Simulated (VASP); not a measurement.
Wanted: the native input for a VASP 6.6.1 run.

- Task: single point
- Functional: PBEsol
- Potentials or basis: VASP PAW PBE potentials, release 64 (Be)
- Cutoff: 520 eV
- k mesh: 10 × 10 × 10
- Occupations: methfessel-paxton, width 0.05 eV
- Spin: no spin polarisation
- Dipole correction: no
- Further INCAR settings: ALGO = Normal; EDIFF = 1e-06; NBANDS = 7

The structure of Be lies in POSCAR:

```
Be
1.0
    2.0302226362      0.0000000000      0.0000000000
    0.0000000000      2.0302226362      0.0000000000
    0.0000000000      0.0000000000      2.0302226362
Be
1
Direct
    0.0000000000      0.0000000000      0.0000000000
```

This isn't the form of Be at room conditions, which is hcp.

The input as run:

INCAR

```
SYSTEM = Be
ALGO     = Normal         ! electronic algorithm
EDIFF    = 1E-6           ! SCF threshold, eV
ENCUT    = 520            ! plane-wave cutoff, eV
GGA      = PS             ! functional
ISIF     = 2              ! what is computed and relaxed
ISMEAR   = 1              ! smearing method
LASPH    = .TRUE.         ! aspherical terms in the spheres
LCHARG   = .FALSE.        ! write CHGCAR
LREAL    = .FALSE.        ! projectors in reciprocal space
LWAVE    = .FALSE.        ! write WAVECAR
NBANDS   = 7              ! bands
NELM     = 80             ! most SCF steps
PREC     = Accurate       ! precision mode
SIGMA    = 0.05           ! smearing width, eV
```

KPOINTS

```
k-points
0
G
  10 10 10
  0 0 0
```

Potentials or basis: VASP PAW PBE potentials, release 64 (Be).

The run is started by

```console
$ cat potpaw_PBE.64/Be/POTCAR > POTCAR
$ mpirun -np 1 vasp_std > vasp.out
```

It gave:

The pressure is 20.4 GPa. The band gap on the k mesh is zero (bands 1 and 2 overlap by 7.66 eV).

Caveat: the cell stands under pressure; the PAW data sets were made with another functional, which shifts forces and pressure a little.

Run time: 2.1 s on 1 thread of Intel(R) Xeon(R) Platinum 8488C (Sapphire Rapids), on a shared host, peak memory 0.11 GiB.
